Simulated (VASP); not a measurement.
# KF (Fm-3m) in VASP: further runs

KF is run at these levels: PBEsol; tasks: relaxation of the atoms.

Program: VASP 6.6.1. These are calculated values, not measurements. Logs are shortened: lines on timing, memory, paths and dates and some standing lists are left out, and cuts for length are marked.

## Step 1: The cell of the first run

It takes space group Fm-3m (No. 225, cubic). Conventional cell: a = 4.928 Å, b = 4.928 Å, c = 4.928 Å, α = 90.00°, β = 90.00°, γ = 90.00°. Within 3.3 Å of K (site symmetry m-3m) lie 6 F at 2.46 Å. Within 3.3 Å of F (site symmetry m-3m) lie 6 K at 2.46 Å.

## Step 2: Relaxation of the atoms, PBEsol

File INCAR:

```
PREC = Accurate
ENCUT = 520
EDIFF = 1E-6
ISMEAR = -1
SIGMA = 0.03
LREAL = F
LASPH = T
NELM = 80
ALGO = Normal
ISIF = 2
LWAVE = F
LCHARG = F
GGA = PS
IBRION = 2
NSW = 50
EDIFFG = -0.01
```

File KPOINTS:

```
regular mesh
0
Gamma
  9 9 9
```

File POSCAR:

```
KF
1.0
    0.0000000000      2.4641391241      2.4641391241
    2.4641391241      0.0000000000      2.4641391241
    2.4641391241      2.4641391241      0.0000000000
K F
1 1
Direct
    0.0000000000      0.0000000000      0.0000000000
    0.5000000000      0.5000000000      0.5000000000
```

Potentials or basis: VASP PAW PBE potentials, release 64 (K_sv, F).

Command:

```
$ cat potpaw_PBE.64/K_sv/POTCAR potpaw_PBE.64/F/POTCAR > POTCAR
$ mpirun -np 1 vasp_std > vasp.out
```

OUTCAR:

```text
PREC = Accurate
   ENCUT = 520
   EDIFF = 1E-6
   ISMEAR = -1
   LREAL = F
   LASPH = T
   NELM = 80
   ISIF = 2
   GGA = PS
   IBRION = 2
   NSW = 50
   EDIFFG = -0.01

 ion  position               nearest neighbor table
   1  0.000  0.000  0.000-   2 2.46   2 2.46   2 2.46   2 2.46   2 2.46   2 2.46
   2  0.500  0.500  0.500-   1 2.46   1 2.46   1 2.46   1 2.46   1 2.46   1 2.46

  LATTYP: Found a face centered cubic cell.
 ALAT       =     4.9282782482

  Lattice vectors:

 A1 = (   0.0000000000,   2.4641391241,   2.4641391241)
 A2 = (   2.4641391241,   0.0000000000,   2.4641391241)
 A3 = (   2.4641391241,   2.4641391241,   0.0000000000)

Analysis of symmetry for initial positions (statically):
=====================================================================
 Subroutine PRICEL returns:
 Original cell was already a primitive cell.

 Routine SETGRP: Setting up the symmetry group for a
 face centered cubic supercell.

 Subroutine GETGRP returns: Found 48 space group operations
 (whereof 48 operations were pure point group operations)
 out of a pool of 48 trial point group operations.

The static configuration has the point symmetry O_h .

Analysis of symmetry for dynamics (positions and initial velocities):
=====================================================================
 Subroutine PRICEL returns:
 Original cell was already a primitive cell.

 Routine SETGRP: Setting up the symmetry group for a
 face centered cubic supercell.

 Subroutine GETGRP returns: Found 48 space group operations
 (whereof 48 operations were pure point group operations)
 out of a pool of 48 trial point group operations.

The dynamic configuration has the point symmetry O_h .

 Subroutine INISYM returns: Found 48 space group operations
 (whereof 48 operations are pure point group operations),
 and found     1 'primitive' translations

----------------------------------------------------------------------------------------

                                     Primitive cell

  volume of cell :      29.9244

  direct lattice vectors                    reciprocal lattice vectors
     0.000000000  2.464139124  2.464139124    -0.202910621  0.202910621  0.202910621
     2.464139124  0.000000000  2.464139124     0.202910621 -0.202910621  0.202910621
     2.464139124  2.464139124  0.000000000     0.202910621  0.202910621 -0.202910621

  length of vectors
     3.484818969  3.484818969  3.484818969     0.351451505  0.351451505  0.351451505

  position of ions in fractional coordinates (direct lattice)
     0.000000000  0.000000000  0.000000000
     0.500000000  0.500000000  0.500000000

  ion indices of the primitive-cell ions
   primitive index   ion index
                 1           1
                 2           2

----------------------------------------------------------------------------------------

 KPOINTS: regular mesh

Automatic generation of k-mesh.
 Grid dimensions read from file:
 generate k-points for:    9    9    9

 Generating k-lattice:

  Cartesian coordinates                     Fractional coordinates (reciprocal lattice)
    -0.022545625  0.022545625  0.022545625     0.111111111  0.000000000  0.000000000
     0.022545625 -0.022545625  0.022545625     0.000000000  0.111111111  0.000000000
     0.022545625  0.022545625 -0.022545625     0.000000000  0.000000000  0.111111111

  Length of vectors
     0.039050167  0.039050167  0.039050167

  Shift w.r.t. Gamma in fractional coordinates (k-lattice)
     0.000000000  0.000000000  0.000000000

 Subroutine IBZKPT returns following result:
 ===========================================

 Found     35 irreducible k-points:

 Following reciprocal coordinates:
            Coordinates               Weight
  0.000000  0.000000  0.000000      1.000000
  0.111111  0.000000  0.000000      8.000000
  0.222222  0.000000  0.000000      8.000000
  0.333333  0.000000  0.000000      8.000000
  0.444444  0.000000  0.000000      8.000000
  0.111111  0.111111  0.000000      6.000000
[... 16 lines left out ...]
 -0.333333  0.333333  0.000000     12.000000
  0.444444  0.444444  0.000000      6.000000
 [... further k-points ...]
   k-points           NKPTS =     35   k-points in BZ     NKDIM =     35   number of bands    NBANDS=     12
   number of dos      NEDOS =    301   number of ions     NIONS =      2
   total plane-waves  NPLWV =  21952
   dimension x,y,z NGX =    28 NGY =   28 NGZ =   28
   dimension x,y,z NGXF=    56 NGYF=   56 NGZF=   56
   ions per type =               1   1
   NGX,Y,Z   is equivalent  to a cutoff of  13.36, 13.36, 13.36 a.u.
   NGXF,Y,Z  is equivalent  to a cutoff of  26.72, 26.72, 26.72 a.u.
 SYSTEM =  unknown system
   PREC   = accura    normal or accurate (medium, high low for compatibility)
   ISTART =      0    job   : 0-new  1-cont  2-samecut
   ICHARG =      2    charge: 1-file 2-atom 10-const
   ISPIN  =      1    spin polarized calculation?
   LNONCOLLINEAR =      F non collinear calculations
   LSORBIT =      F    spin-orbit coupling
   LASPH  =      T    aspherical Exc in radial PAW
   ENCUT  =  520.0 eV  38.22 Ry    6.18 a.u.   6.48  6.48  6.48*2*pi/ulx,y,z
   NELM   =     80;   NELMIN=  2; NELMDL= -5     # of ELM steps
   EDIFF  = 0.1E-05   stopping-criterion for ELM
   LREAL  =      F    real-space projection
   EDIFFG = -.1E-01   stopping-criterion for IOM
   NSW    =     50    number of steps for IOM
   IBRION =      2    ionic relax: 0-MD 1-quasi-New 2-CG
   NFREE  =      1    steps in history (QN), initial steepest desc. (CG)
   ISIF   =      2    stress and relaxation
   ISYM   =      2    0-nonsym 1-usesym 2-fastsym
   POTIM  = 0.5000    time-step for ionic-motion
   TEBEG  =    0.0;   TEEND  =   0.0 temperature during run
   PSTRESS=    0.0 pullay stress
   NELECT =      16.0000    total number of electrons
   NUPDOWN=      -1.0000    fix difference up-down
   EMIN   =  10.00;   EMAX   =-10.00  energy-range for DOS
   EFERMI =   0.00;   METHOD = LEGACY
   ISMEAR =    -1;   SIGMA  =   0.03  broadening in eV -4-tet -1-fermi 0-gaus
   EFERMI_NEDOS =   21; number of points for ismear=-14 and -15
   IALGO  =     38    algorithm
   IMIX   =      4    mixing-type and parameters
     AMIX     =   0.40;   BMIX     =  1.00
     AMIX_MAG =   1.60;   BMIX_MAG =  1.00
  volume/ion in A,a.u.               =      14.96       100.97
  Fermi-wavevector in a.u.,A,eV,Ry     =   1.328739  2.510952 24.021721  1.765547
  Thomas-Fermi vector in A             =   2.457954
   LORBIT       =      0    0 simple, 1 ext, 2 COOP (PROOUT), +10 PAW based schemes
   GGA     = PS    functional components
   LHFCALC =     F    Hartree Fock is set to
   AEXX    =    0.0000 exact exchange contribution
   IVDW    =     0    specifies the selected vdW correction
   LEPSILON=     F    determine dielectric tensor
   LRPA    =     F    only Hartree local field effects (RPA)
 conjugate gradient relaxation of ions
 non-spin polarized calculation
  energy-cutoff  :      520.00
  volume of cell :       29.92
 maximum number of plane-waves:       821
 NGX is ok and might be reduce to    28
   NGX = 13   NGY = 13   NGZ = 13

 number of electron      16.0000007 magnetization

 Free energy of the ion-electron system (eV)
  ---------------------------------------------------
  ext. energy  EPLUGINS =         0.00000000
  ---------------------------------------------------
  free energy    TOTEN  =        -8.26171852 eV

  energy without entropy =       -8.26171852  energy(sigma->0) =       -8.26171852

 E-fermi :  -1.3104     XC(G=0):  -9.8405

 val. band max:       -2.0709932590   @ k =   0.4444   0.4444   0.0000
 cond. band min:       5.3204009716   @ k =   0.0000   0.0000   0.0000
 fundamental gap:      7.3913942306
 Fermi energy:        -1.3103523911

 k-point     1 :       0.0000    0.0000    0.0000
  band No.  band energies     occupation
      1     -27.5623      2.00000
      2     -20.7496      2.00000
      3     -10.5751      2.00000
      4     -10.5751      2.00000
      5     -10.5751      2.00000
      6      -2.1121      2.00000
      7      -2.1121      2.00000
      8      -2.1121      2.00000
      9       5.3204      0.00000
     10       9.0872      0.00000
     11       9.0872      0.00000
     12       9.0872      0.00000

 k-point     2 :       0.1111    0.0000    0.0000
  band No.  band energies     occupation
      1     -27.5283      2.00000
      2     -20.7883      2.00000
      3     -10.6263      2.00000
      4     -10.5806      2.00000
      5     -10.5806      2.00000
      6      -2.2761      2.00000
      7      -2.1910      2.00000
      8      -2.1910      2.00000
      9       5.7488      0.00000
     10       8.8621      0.00000
     11       9.3067      0.00000
     12       9.3067      0.00000

 k-point     3 :       0.2222    0.0000    0.0000
  band No.  band energies     occupation
      1     -27.4401      2.00000
      2     -20.8886      2.00000
      3     -10.7546      2.00000
      4     -10.5941      2.00000
      5     -10.5941      2.00000
      6      -2.6449      2.00000
      7      -2.3850      2.00000
      8      -2.3850      2.00000
      9       6.7935      0.00000
     10       8.5924      0.00000
     11       9.8910      0.00000
     12       9.8910      0.00000

 k-point     4 :       0.3333    0.0000    0.0000
  band No.  band energies     occupation
      1     -27.3359      2.00000
      2     -21.0069      2.00000
      3     -10.8981      2.00000
      4     -10.6088      2.00000
      5     -10.6088      2.00000
      6      -3.0084      2.00000
      7      -2.5965      2.00000
      8      -2.5965      2.00000
      9       7.6233      0.00000
     10       9.0623      0.00000
     11      10.5862      0.00000
     12      10.5862      0.00000

 k-point     5 :       0.4444    0.0000    0.0000
  band No.  band energies     occupation
      1     -27.2655      2.00000
      2     -21.0869      2.00000
      3     -10.9902      2.00000
      4     -10.6179      2.00000
      5     -10.6179      2.00000
      6      -3.2236      2.00000
      7      -2.7299      2.00000
      8      -2.7299      2.00000
      9       7.8055      0.00000
     10      10.0754      0.00000
     11      11.0306      0.00000
     12      11.0306      0.00000
[... 228 lines left out ...]
      1     -27.2365      2.00000
      2     -20.9373      2.00000
      3     -11.4893      2.00000
      4     -10.9814      2.00000
      5     -10.9514      2.00000
      6      -2.3789      2.00000
      7      -2.1898      2.00000
      8      -2.1575      2.00000
      9       6.4954      0.00000
     10       9.1427      0.00000
     11      11.2183      0.00000
     12      12.4280      0.00000

 k-point    22 :      -0.4444    0.3333    0.0000
  band No.  band energies     occupation
      1     -27.2045      2.00000
      2     -20.9721      2.00000
      3     -11.5613      2.00000
      4     -11.0135      2.00000
      5     -10.9021      2.00000
      6      -2.4627      2.00000
      7      -2.3236      2.00000
      8      -2.1876      2.00000
      9       6.9965      0.00000
     10       9.7442      0.00000
     11      10.5085      0.00000
     12      12.6212      0.00000

 k-point    23 :      -0.3333    0.3333    0.0000
  band No.  band energies     occupation
      1     -27.2065      2.00000
      2     -21.0111      2.00000
      3     -11.4428      2.00000
      4     -10.9953      2.00000
      5     -10.7927      2.00000
      6      -2.7550      2.00000
      7      -2.5261      2.00000
      8      -2.1421      2.00000
      9       7.8147      0.00000
     10       9.1744      0.00000
     11      10.7280      0.00000
     12      12.3539      0.00000

 k-point    24 :       0.4444    0.4444    0.0000
  band No.  band energies     occupation
      1     -27.2133      2.00000
      2     -20.9092      2.00000
      3     -11.7158      2.00000
      4     -11.0207      2.00000
      5     -11.0207      2.00000
      6      -2.1584      2.00000
      7      -2.0710      2.00000
      8      -2.0710      2.00000
      9       6.0703      0.00000
     10       9.3962      0.00000
     11      11.6014      0.00000
     12      12.7271      0.00000

 [... further k-points ...]

------------------------ aborting loop because EDIFF is reached ----------------------------------------

  FORCE on cell =-STRESS in cart. coord.  units (eV):
  Direction    XX          YY          ZZ          XY          YZ          ZX
  --------------------------------------------------------------------------------------
  -------------------------------------------------------------------------------------
  Total        2.4797970      2.4797970      2.4797970      0.0000000      0.0000000      0.0000000
  in kB      132.7703338    132.7703338    132.7703338      0.0000000      0.0000000      0.0000000
  external PRESSURE =     132.7703338 kB  Pullay stress =       0.0000000 kB

 VOLUME and BASIS-vectors are now :
 -----------------------------------------------------------------------------
  energy-cutoff  :      520.00
  volume of cell :       29.92
      direct lattice vectors                 reciprocal lattice vectors
     0.000000000  2.464139124  2.464139124    -0.202910621  0.202910621  0.202910621
     2.464139124  0.000000000  2.464139124     0.202910621 -0.202910621  0.202910621
     2.464139124  2.464139124  0.000000000     0.202910621  0.202910621 -0.202910621

 POSITION                                       TOTAL-FORCE (eV/Angst)
 -----------------------------------------------------------------------------------
      0.00000      0.00000      0.00000        -0.000000     -0.000000     -0.000000
      2.46414      2.46414      2.46414         0.000000      0.000000      0.000000
 -----------------------------------------------------------------------------------
    total drift:                                0.000000      0.000000      0.000000

  FREE ENERGIE OF THE ION-ELECTRON SYSTEM (eV)
  ---------------------------------------------------
  free  energy   TOTEN  =        -8.2617185202 eV

  energy  without entropy=       -8.2617185202  energy(sigma->0) =       -8.26171852

 reached required accuracy - stopping structural energy minimisation
```

Run time: 16 s. Hardware: 1 thread of Oxide Virtual Turin-like, shared host; peak memory 0.13 GiB.

What came out:

- Free energy: -8.2617 eV
- Pressure after relaxing: 13.3 GPa
- Band gap on the k mesh: 7.39 eV (least direct gap 7.43 eV)

Final structure:
```xyz
2
Lattice="0.0000 2.4641 2.4641 2.4641 0.0000 2.4641 2.4641 2.4641 0.0000" Properties=species:S:1:pos:R:3 pbc="T T T"
K     0.0000    0.0000    0.0000
F     2.4641    2.4641    2.4641
```

Caveat: the relaxation stopped at its first step, so nothing moved; the PAW data sets were made with another functional, which shifts forces and pressure a little; an odd mesh through Γ misses points on the zone boundary, where band edges can lie.

(Part 1 of 2 ends here.)
